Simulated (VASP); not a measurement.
# SnO (P2_1/m) in VASP: a series of runs

Runs on SnO. Level: PBEsol. Tasks: single point.

All numbers are computed with VASP 6.6.1; they aren't measurements. Logs are shortened: lines on timing, memory, paths and dates and some standing lists are left out, and cuts for length are marked.

**1. The cell of the first run**

Symmetry: P2_1/m, No. 11, monoclinic system. The conventional cell has a = 3.956 Å, b = 3.956 Å, c = 4.751 Å, α = 90.00°, β = 90.00°, γ = 90.00°. Sn (site symmetry m) has 4 O at 2.11 to 2.47 Å within 2.8 Å. O (site symmetry m) has 4 Sn at 2.11 to 2.47 Å and 4 O at 2.75 to 2.85 Å within 2.9 Å.

**2. Single point, PBEsol (atoms displaced along a vibrational mode, the cell strained)**

Input file INCAR:

```
PREC     = Accurate       # precision mode
ENCUT    = 520            # plane-wave cutoff, eV
EDIFF    = 1E-6           # SCF threshold, eV
ISMEAR   = 0              # smearing method
SIGMA    = 0.15           # smearing width, eV
LREAL    = F              # projectors in reciprocal space
LASPH    = T              # aspherical terms in the spheres
NELM     = 80             # most SCF steps
ALGO     = Normal         # electronic algorithm
ISIF     = 2              # what is computed and relaxed
LWAVE    = F              # write WAVECAR
LCHARG   = F              # write CHGCAR
GGA      = PS             # functional
NBANDS   = 28             # bands
```

Input file KPOINTS:

```
Automatic mesh
0
Gamma
  10 10 8
```

Input file POSCAR:

```
SnO
1.0
    3.9564242214      0.0000000000      0.0000000000
    0.0000000000      3.9564242214      0.0000000000
    0.0000000000      0.0000000000      4.7505758552
Sn O
2 2
Direct
   -0.0609843602      0.5000000000      0.2424656074
    0.5609843602      0.0000000000      0.7575343926
    0.0092339863      0.0000000000      0.0000000000
    0.4907660137      0.5000000000      0.0000000000
```

Potentials or basis: VASP PAW PBE potentials, release 64 (Sn_d, O).

The run is started by

```console
> cat potpaw_PBE.64/Sn_d/POTCAR potpaw_PBE.64/O/POTCAR > POTCAR
> mpirun -np 1 vasp_std > vasp.out
```

OUTCAR:

```text
PREC = Accurate
   ENCUT = 520
   EDIFF = 1E-6
   ISMEAR = 0
   LREAL = F
   LASPH = T
   NELM = 80
   ISIF = 2
   GGA = PS

 ion  position               nearest neighbor table
   1  0.939  0.500  0.242-   4 2.11   3 2.31   3 2.31   4 2.47   2 3.38   2 3.38   2 3.48   2 3.48

   2  0.561  0.000  0.758-   3 2.11   4 2.31   4 2.31   3 2.47   1 3.38   1 3.38   1 3.48   1 3.48

   3  0.009  0.000  0.000-   2 2.11   1 2.31   1 2.31   2 2.47
   4  0.491  0.500  0.000-   1 2.11   2 2.31   2 2.31   1 2.47

  LATTYP: Found a simple tetragonal cell.
 ALAT       =     3.9564242214
 C/A-ratio  =     1.2007245910

  Lattice vectors:

 A1 = (   3.9564242214,   0.0000000000,   0.0000000000)
 A2 = (   0.0000000000,   3.9564242214,   0.0000000000)
 A3 = (   0.0000000000,   0.0000000000,   4.7505758552)

Analysis of symmetry for initial positions (statically):
=====================================================================
 Subroutine PRICEL returns:
 Original cell was already a primitive cell.

 Routine SETGRP: Setting up the symmetry group for a
 simple tetragonal supercell.

 Subroutine GETGRP returns: Found  4 space group operations
 (whereof  2 operations were pure point group operations)
 out of a pool of 16 trial point group operations.

The static configuration has the point symmetry C_1h.
 The point group associated with its full space group is C_2h.

Analysis of symmetry for dynamics (positions and initial velocities):
=====================================================================
 Subroutine PRICEL returns:
 Original cell was already a primitive cell.

 Routine SETGRP: Setting up the symmetry group for a
 simple tetragonal supercell.

 Subroutine GETGRP returns: Found  4 space group operations
 (whereof  2 operations were pure point group operations)
 out of a pool of 16 trial point group operations.

The dynamic configuration has the point symmetry C_1h.
 The point group associated with its full space group is C_2h.

 Subroutine INISYM returns: Found  4 space group operations
 (whereof  2 operations are pure point group operations),
 and found     1 'primitive' translations

----------------------------------------------------------------------------------------

                                     Primitive cell

  volume of cell :      74.3622

  direct lattice vectors                    reciprocal lattice vectors
     3.956424221  0.000000000  0.000000000     0.252753482  0.000000000  0.000000000
     0.000000000  3.956424221  0.000000000     0.000000000  0.252753482  0.000000000
     0.000000000  0.000000000  4.750575855     0.000000000  0.000000000  0.210500796

  length of vectors
     3.956424221  3.956424221  4.750575855     0.252753482  0.252753482  0.210500796

  position of ions in fractional coordinates (direct lattice)
     0.939015640  0.500000000  0.242465607
     0.560984360  0.000000000  0.757534393
     0.009233986  0.000000000  0.000000000
     0.490766014  0.500000000  0.000000000

  ion indices of the primitive-cell ions
   primitive index   ion index
                 1           1
                 2           2
                 3           3
                 4           4

----------------------------------------------------------------------------------------

 KPOINTS: Automatic mesh

Automatic generation of k-mesh.
 Grid dimensions read from file:
 generate k-points for:   10   10    8

 Generating k-lattice:

  Cartesian coordinates                     Fractional coordinates (reciprocal lattice)
     0.025275348  0.000000000  0.000000000     0.100000000  0.000000000  0.000000000
     0.000000000  0.025275348  0.000000000     0.000000000  0.100000000  0.000000000
     0.000000000  0.000000000  0.026312600     0.000000000  0.000000000  0.125000000

  Length of vectors
     0.025275348  0.025275348  0.026312600

  Shift w.r.t. Gamma in fractional coordinates (k-lattice)
     0.000000000  0.000000000  0.000000000

 Subroutine IBZKPT returns following result:
 ===========================================

 Found    252 irreducible k-points:

 Following reciprocal coordinates:
            Coordinates               Weight
  0.000000  0.000000  0.000000      1.000000
  0.100000  0.000000  0.000000      2.000000
  0.000000  0.100000  0.000000      2.000000
  0.200000  0.000000  0.000000      2.000000
  0.000000  0.200000  0.000000      2.000000
  0.300000  0.000000  0.000000      2.000000
[... 16 lines left out ...]
 -0.200000  0.300000  0.000000      4.000000
  0.400000  0.200000  0.000000      4.000000
 [... further k-points ...]
   k-points           NKPTS =    252   k-points in BZ     NKDIM =    252   number of bands    NBANDS=     28
   number of dos      NEDOS =    301   number of ions     NIONS =      4
   total plane-waves  NPLWV =  32400
   dimension x,y,z NGX =    30 NGY =   30 NGZ =   36
   dimension x,y,z NGXF=    60 NGYF=   60 NGZF=   72
   ions per type =               2   2
   NGX,Y,Z   is equivalent  to a cutoff of  12.61, 12.61, 12.60 a.u.
   NGXF,Y,Z  is equivalent  to a cutoff of  25.21, 25.21, 25.20 a.u.
 SYSTEM =  unknown system
   PREC   = accura    normal or accurate (medium, high low for compatibility)
   ISTART =      0    job   : 0-new  1-cont  2-samecut
   ICHARG =      2    charge: 1-file 2-atom 10-const
   ISPIN  =      1    spin polarized calculation?
   LNONCOLLINEAR =      F non collinear calculations
   LSORBIT =      F    spin-orbit coupling
   LASPH  =      T    aspherical Exc in radial PAW
   ENCUT  =  520.0 eV  38.22 Ry    6.18 a.u.   7.36  7.36  8.83*2*pi/ulx,y,z
   NELM   =     80;   NELMIN=  2; NELMDL= -5     # of ELM steps
   EDIFF  = 0.1E-05   stopping-criterion for ELM
   LREAL  =      F    real-space projection
   EDIFFG = 0.1E-04   stopping-criterion for IOM
   NSW    =      0    number of steps for IOM
   IBRION =     -1    ionic relax: 0-MD 1-quasi-New 2-CG
   NFREE  =      0    steps in history (QN), initial steepest desc. (CG)
   ISIF   =      2    stress and relaxation
   ISYM   =      2    0-nonsym 1-usesym 2-fastsym
   POTIM  = 0.5000    time-step for ionic-motion
   TEBEG  =    0.0;   TEEND  =   0.0 temperature during run
   PSTRESS=    0.0 pullay stress
   NELECT =      40.0000    total number of electrons
   NUPDOWN=      -1.0000    fix difference up-down
   EMIN   =  10.00;   EMAX   =-10.00  energy-range for DOS
   EFERMI =   0.00;   METHOD = LEGACY
   ISMEAR =     0;   SIGMA  =   0.15  broadening in eV -4-tet -1-fermi 0-gaus
   EFERMI_NEDOS =   21; number of points for ismear=-14 and -15
   IALGO  =     38    algorithm
   IMIX   =      4    mixing-type and parameters
     AMIX     =   0.40;   BMIX     =  1.00
     AMIX_MAG =   1.60;   BMIX_MAG =  1.00
  volume/ion in A,a.u.               =      18.59       125.46
  Fermi-wavevector in a.u.,A,eV,Ry     =   1.331407  2.515994 24.118295  1.772645
  Thomas-Fermi vector in A             =   2.460420
   LORBIT       =      0    0 simple, 1 ext, 2 COOP (PROOUT), +10 PAW based schemes
   GGA     = PS    functional components
   LHFCALC =     F    Hartree Fock is set to
   AEXX    =    0.0000 exact exchange contribution
   IVDW    =     0    specifies the selected vdW correction
   LEPSILON=     F    determine dielectric tensor
   LRPA    =     F    only Hartree local field effects (RPA)
 non-spin polarized calculation
 Gauss-broadening in eV      SIGMA  =   0.15
  energy-cutoff  :      520.00
  volume of cell :       74.36
 maximum number of plane-waves:      2033
 NGX is ok and might be reduce to    30
   NGX = 15   NGY = 15   NGZ = 17

 number of electron      39.9999995 magnetization

 Free energy of the ion-electron system (eV)
  ---------------------------------------------------
  ext. energy  EPLUGINS =         0.00000000
  ---------------------------------------------------
  free energy    TOTEN  =       -23.83443944 eV

  energy without entropy =      -23.83431308  energy(sigma->0) =      -23.83437626

 E-fermi :   6.1484     XC(G=0): -10.1941

 val. band max:        5.8895556748   @ k =   0.1000   0.1000   0.0000
 cond. band min:       6.3439530625   @ k =   0.5000   0.4000   0.0000
 fundamental gap:      0.4543973877
 Fermi energy:         6.1484280079

 k-point     1 :       0.0000    0.0000    0.0000
  band No.  band energies     occupation
      1     -15.5359      2.00000
      2     -15.2431      2.00000
      3     -15.2187      2.00000
      4     -15.1715      2.00000
      5     -15.1631      2.00000
      6     -15.1425      2.00000
[... 20 lines left out ...]
     27      12.7763      0.00000
     28      13.6781      0.00000

 k-point     2 :       0.1000    0.0000    0.0000
  band No.  band energies     occupation
      1     -15.5328      2.00000
      2     -15.2478      2.00000
      3     -15.2171      2.00000
      4     -15.1700      2.00000
      5     -15.1613      2.00000
      6     -15.1438      2.00000
[... 20 lines left out ...]
     27      12.8098      0.00000
     28      14.1573      0.00000

 k-point     3 :       0.0000    0.1000    0.0000
  band No.  band energies     occupation
      1     -15.5327      2.00000
      2     -15.2530      2.00000
      3     -15.2164      2.00000
      4     -15.1751      2.00000
      5     -15.1602      2.00000
      6     -15.1446      2.00000
[... 20 lines left out ...]
     27      13.2766      0.00000
     28      13.8958      0.00000

 k-point     4 :       0.2000    0.0000    0.0000
  band No.  band energies     occupation
      1     -15.5246      2.00000
      2     -15.2652      2.00000
      3     -15.2126      2.00000
      4     -15.1710      2.00000
      5     -15.1554      2.00000
      6     -15.1479      2.00000
[... 578 lines left out ...]
     27      13.8159      0.00000
     28      14.5376      0.00000

 k-point    23 :      -0.2000    0.3000    0.0000
  band No.  band energies     occupation
      1     -15.5073      2.00000
      2     -15.3661      2.00000
      3     -15.1946      2.00000
      4     -15.1681      2.00000
      5     -15.1581      2.00000
      6     -15.1416      2.00000
[... 20 lines left out ...]
     27      14.0264      0.00000
     28      14.6471      0.00000

 k-point    24 :       0.4000    0.2000    0.0000
  band No.  band energies     occupation
      1     -15.5077      2.00000
      2     -15.3720      2.00000
      3     -15.1979      2.00000
      4     -15.1635      2.00000
      5     -15.1513      2.00000
      6     -15.1385      2.00000
[... 20 lines left out ...]
     27      13.4953      0.00000
     28      14.4758      0.00000

 [... further k-points ...]

------------------------ aborting loop because EDIFF is reached ----------------------------------------

  FORCE on cell =-STRESS in cart. coord.  units (eV):
  Direction    XX          YY          ZZ          XY          YZ          ZX
  --------------------------------------------------------------------------------------
  -------------------------------------------------------------------------------------
  Total       -2.1662968     -3.2784380     -0.7585235      0.0000000      0.0000000      1.9664770
  in kB      -46.6741682    -70.6359186    -16.3428456      0.0000000      0.0000000     42.3689301
  external PRESSURE =     -44.5509775 kB  Pullay stress =       0.0000000 kB

 VOLUME and BASIS-vectors are now :
 -----------------------------------------------------------------------------
  energy-cutoff  :      520.00
  volume of cell :       74.36
      direct lattice vectors                 reciprocal lattice vectors
     3.956424221  0.000000000  0.000000000     0.252753482  0.000000000  0.000000000
     0.000000000  3.956424221  0.000000000     0.000000000  0.252753482  0.000000000
     0.000000000  0.000000000  4.750575855     0.000000000  0.000000000  0.210500796

 POSITION                                       TOTAL-FORCE (eV/Angst)
 -----------------------------------------------------------------------------------
      3.71514      1.97821      1.15185         1.013344      0.000000     -0.285977
      2.21949      0.00000      3.59872        -1.013344      0.000000      0.285977
      0.03653      0.00000      0.00000        -0.221699      0.000000      0.306854
      1.94168      1.97821      0.00000         0.221699      0.000000     -0.306854
 -----------------------------------------------------------------------------------
    total drift:                               -0.000000     -0.000000     -0.000000

  FREE ENERGIE OF THE ION-ELECTRON SYSTEM (eV)
  ---------------------------------------------------
  free  energy   TOTEN  =       -23.8344394396 eV

  energy  without entropy=      -23.8343130810  energy(sigma->0) =      -23.83437626
```

It took 3.1 min on 1 thread of Intel Xeon 6975P-C (Granite Rapids), shared host; peak memory 0.49 GiB.

What came out:

- Free energy: -23.8344 eV
- Pressure: -4.5 GPa
- Largest force: 1.053 eV/Å
- Band gap on the k mesh: 0.45 eV (least direct gap 1.76 eV)

Forces in eV/Å, atoms in the order of the input:
```
Sn   1.013  0.000 -0.286
Sn  -1.013  0.000  0.286
O   -0.222  0.000  0.307
O    0.222  0.000 -0.307
```

Stress tensor (GPa, compression positive):
```
-4.67  0.00  4.24
 0.00 -7.06  0.00
 4.24  0.00 -1.63
```

Caveat: the cell differs from its parent crystal (atoms displaced along a vibrational mode, the cell strained); the cell stands under tension; the PAW data sets were made with another functional, which shifts forces and pressure a little; spin-orbit coupling is left out, which moves the levels of the heavy elements.

**3. Single point, PBEsol (atoms displaced along a vibrational mode, the cell strained)**

Input file INCAR:

```
SYSTEM = SnO
ALGO = Normal ; EDIFF = 1E-6
ENCUT = 520 ; GGA = PS
ISIF = 2 ; ISMEAR = 0
LASPH = .True. ; LCHARG = .False.
LREAL = .False. ; LWAVE = .False.
NBANDS = 28 ; NELM = 80
PREC = Accurate ; SIGMA = 0.15
```

Input file KPOINTS:

```
k-points
0
Gamma
  10 10 8
  0 0 0
```

Input file POSCAR:

```
SnO
1.0
    3.9564242214      0.0000000000      0.0000000000
    0.0000000000      3.9564242214      0.0000000000
    0.0000000000      0.0000000000      4.7505758552
Sn O
2 2
Direct
   -0.0304921801      0.5000000000      0.2424656074
    0.5304921801      0.0000000000      0.7575343926
    0.0046169932      0.0000000000      0.0000000000
    0.4953830068      0.5000000000      0.0000000000
```

Potentials or basis: VASP PAW PBE potentials, release 64 (Sn_d, O).

The run is started by

```console
> cat potpaw_PBE.64/Sn_d/POTCAR potpaw_PBE.64/O/POTCAR > POTCAR
> mpirun -np 1 vasp_std > vasp.out
```

It took 3 min on 1 thread of Intel Xeon 6975P-C (Granite Rapids), shared host; peak memory 0.49 GiB.

Results (log left out):

- Free energy: -24.0172 eV
- Pressure: -6.1 GPa
- Largest force: 0.750 eV/Å
- Band gap on the k mesh: 0.38 eV (least direct gap 1.91 eV)

Forces in eV/Å, atoms in the order of the input:
```
Sn   0.460  0.000 -0.592
Sn  -0.460  0.000  0.592
O   -0.171  0.000  0.073
O    0.171  0.000 -0.073
```

Stress tensor (GPa, compression positive):
```
-7.16  0.00  1.90
 0.00 -7.77  0.00
 1.90  0.00 -3.38
```

Levels at points of the mesh, in eV from the valence-band top:
| k point | band 18 | band 19 | band 20 | band 21 | band 22 | band 23 |
| --- | --- | --- | --- | --- | --- | --- |
| (0.00, 0.00, 0.00) | -2.60 | -2.59 | -0.05 | 2.03 | 4.58 | 4.71 |
| (0.50, 0.00, 0.00) | -4.04 | -2.38 | -1.87 | 3.32 | 3.42 | 5.49 |
| (0.00, 0.50, 0.00) | -4.06 | -2.14 | -2.14 | 3.32 | 3.32 | 5.80 |
| (0.50, 0.50, 0.00) | -1.98 | -1.52 | -1.52 | 0.38 | 0.38 | 4.79 |
| (0.00, 0.00, 0.50) | -2.62 | -2.61 | -1.43 | 1.54 | 2.95 | 3.13 |
| (0.50, 0.00, 0.50) | -4.00 | -1.38 | -1.07 | 2.78 | 2.86 | 4.80 |
| (0.00, 0.50, 0.50) | -4.07 | -1.23 | -1.23 | 2.81 | 2.81 | 5.28 |
| (0.50, 0.50, 0.50) | -2.39 | -1.98 | -1.98 | 2.73 | 2.73 | 4.28 |

Caveat: the cell differs from its parent crystal (atoms displaced along a vibrational mode, the cell strained); the cell stands under tension; the PAW data sets were made with another functional, which shifts forces and pressure a little; spin-orbit coupling is left out, which moves the levels of the heavy elements. A k mesh can miss the band edges.
